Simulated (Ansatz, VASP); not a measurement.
**Mg in VASP and in Ansatz**

The input POSCAR:

```
Mg
1.0
    3.1362686042      0.0000000000      0.0000000000
   -1.5681343021      2.7160882843      0.0000000000
    0.0000000000      0.0000000000      2.8802002335
Mg
1
Direct
    0.0000000000      0.0000000000      0.0000000000
```

Contents of INCAR.step1:

```
SYSTEM = Mg
PREC = Accurate ; ENCUT = 520
ISMEAR = 0 ; SIGMA = 0.15
LREAL = .FALSE. ; LASPH = .TRUE.
NELM = 60 ; NBANDS = 7
GGA = PE ; ALGO = Normal
EDIFF = 1E-4 ; LWAVE = .TRUE.
LCHARG = .FALSE.
```

The input INCAR.step2:

```
SYSTEM = Mg
PREC = Accurate ; ENCUT = 520
EDIFF = 1E-6 ; ISMEAR = 0
SIGMA = 0.15 ; LREAL = .FALSE.
LASPH = .TRUE. ; NELM = 60
ALGO = Normal ; ISIF = 2
LWAVE = .FALSE. ; LCHARG = .TRUE.
METAGGA = R2SCAN ; LMIXTAU = .TRUE.
LELF = .TRUE. ; LVHAR = .TRUE.
NBANDS = 7 ; ISTART = 1
```

Contents of KPOINTS:

```
regular mesh
0
G
  21 21 18
  0 0 0
```

Input for Ansatz:

```yaml
crystal:
  lattice:
    - [3.1362686042, 0.0, 0.0]
    - [-1.5681343021, 2.7160882843, 0.0]
    - [0.0, 0.0, 2.8802002335]
  atoms:
    - { symbol: Mg, position: [0.0, 0.0, 0.0] }
basis:
  ecutwfc: 500
kpoints:
  mp_grid: { grid: [21, 21, 18] }
hamiltonian:
  xc: r2scan
scf:
  occupations: { method: gaussian, width: 0.15 }
output:
  forces: true
  stress: true
  eigenvalues: true
```

Alike in both runs: task single point; functional r2SCAN; k mesh 21 × 21 × 18; occupations gaussian, width 0.15 eV; no spin polarisation.

```csv
,VASP,Ansatz
version,VASP 6.6.1,Ansatz 0.2.0
potentials or method,"VASP PAW PBE potentials, release 64 (Mg), cutoff 520 eV","scalar-relativistic, plane waves, PAW"
valence electrons in the cell,2,10
```

Ansatz gave:

| Property | Result |
| --- | --- |
| gap on the k mesh at the Fermi level (eV) | none |
| pressure (GPa) | 0.3 |
| traceless stress, the component that is largest in VASP (GPa) | 3.95 |

Problem. Which values does VASP return?

Solution. gap on the k mesh at the Fermi level (eV): none; pressure (GPa): 0.1; traceless stress, the component that is largest in VASP (GPa): 3.96.

VASP's potentials were made for PBE, not for r2SCAN. A gap of «none» marks a metal or a gap that the smearing closes. VASP's potentials hold 2 valence electrons a cell and Ansatz's 10, so a difference there can come from the potentials and not from the codes.
